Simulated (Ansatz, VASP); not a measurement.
CuF in VASP and in Ansatz

```
Cu F
1.0
     2.73283    0.00000    0.00000
    -1.36641    2.36670    0.00000
     0.00000    0.00000    6.58392
Cu F
2 2
Direct
  0.33333 0.66667 0.04599
  0.66667 0.33333 0.54599
  0.33333 0.66667 0.32901
  0.66667 0.33333 0.82901
```

Alike in both runs: task single point; functional r2SCAN; k mesh 9 × 9 × 4; occupations fermi-dirac, width 0.02 eV; no spin polarisation.

|  | VASP | Ansatz |
| --- | --- | --- |
| version | VASP 6.6.1 | Ansatz 0.2.0 |
| potentials or method | VASP PAW PBE potentials, release 64 (Cu, F) | plane waves, PAW |
| plane-wave cutoff (eV) | 520 | 500 |
| valence electrons in the cell | 36 | 52 |

Ansatz gave:

```
pressure (GPa)                                                : 7.8
traceless stress, the component that is largest in VASP (GPa) : 5.22
rms of the force components (eV/Å)                            : 0.042
```

**Question.** Which values does VASP return?

**Answer.** Pressure (GPa): 8.3; traceless stress, the component that is largest in VASP (GPa): 6.21; rms of the force components (eV/Å): 0.082.

VASP's potentials were made for PBE, not for r2SCAN. Atom by atom the forces differ by 0.040 eV/Å (rms over components). VASP's potentials hold 36 valence electrons a cell and Ansatz's 52, so a difference there can come from the potentials and not from the codes.
